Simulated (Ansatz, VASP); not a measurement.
## Two plane-wave programs on Ge3Te2S

```
Ge Te S
1.0
     2.75856   -5.61660    0.00000
     2.75856    5.61660    0.00000
     0.00000    0.00000    5.95073
Ge Te S
3 2 1
Direct
  0.50000 0.50000 0.00000
  0.26544 0.73456 0.50000
  0.73456 0.26544 0.50000
  0.00000 0.00000 0.50000
  0.00000 0.00000 0.00000
  0.50000 0.50000 0.50000
```

Alike in both runs: functional PBE; k mesh 4 × 4 × 4; occupations gaussian, width 0.1 eV; no spin polarisation.

Ansatz relaxed the structure, and its values are those at the end. VASP's run is a single point on that final structure, the one shown.

|  | VASP | Ansatz |
| --- | --- | --- |
| version | VASP 6.6.1 | Ansatz 0.2.0 |
| potentials or method | VASP PAW PBE potentials, release 64 (Ge_d, Te, S), cutoff 520 eV | scalar-relativistic, plane waves, PAW |
| valence electrons in the cell | 60 | 80 |

|  | VASP | Ansatz | Ansatz less VASP |
| --- | --- | --- | --- |
| gap on the k mesh at the Fermi level (eV) | none | none | - |
| pressure (GPa) | -0.1 | -0.1 | +0.04 |
| rms of the force components (eV/Å) | 0.007 | 0.006 | -0.0004 |

A gap of «none» marks a metal or a gap that the smearing closes. VASP's potentials hold 60 valence electrons a cell and Ansatz's 80, so a difference there can come from the potentials and not from the codes.

Spin-orbit coupling is off throughout.
